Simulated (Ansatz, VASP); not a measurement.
## One calculation of ZnS, two programs

```xyz
8
Lattice="3.8977 0.0000 0.0000 -1.9488 3.3755 0.0000 0.0000 0.0000 12.7656" Properties=species:S:1:pos:R:3 pbc="T T T"
Zn    1.9488    1.1252    9.5742
Zn    0.0000    2.2503    3.1914
Zn    0.0000    0.0000    6.3828
Zn    0.0000    0.0000    0.0000
S     1.9488    1.1252   11.9677
S     0.0000    2.2503    5.5849
S     0.0000    0.0000    8.7763
S     0.0000    0.0000    2.3935
```

Alike in both runs: task single point; functional RPBE; k mesh 8 × 8 × 3; occupations fermi-dirac, width 0.05 eV; no spin polarisation.

|  | VASP | Ansatz |
| --- | --- | --- |
| version | VASP 6.6.1 | Ansatz 0.2.0 |
| potentials or method | VASP PAW PBE potentials, release 64 (Zn, S) | Ansatz PAW |
| plane-wave cutoff (eV) | 520 | 420 |
| valence electrons in the cell | 72 | 72 |

```tsv
	VASP	Ansatz	Ansatz less VASP
gap on the k mesh at the Fermi level (eV)	2.05	2.05	+0.002
least direct gap on the mesh (eV)	2.05	2.05	+0.002
pressure (GPa)	0.0	-0.2	-0.11
traceless stress, the component that is largest in VASP (GPa)	-0.09	-0.10	-0.004
rms of the force components (eV/Å)	0.010	0.010	-0.0001
```

VASP's potentials were made for PBE, not for RPBE. Atom by atom the forces differ by 0.000 eV/Å (rms over components). The functional is the same, so the differences come from potentials, cutoffs and numerics.

Noted on Ansatz's run: odd divisions of the mesh miss points on the zone boundary, where band edges often lie, so the gap on the mesh can be too wide.
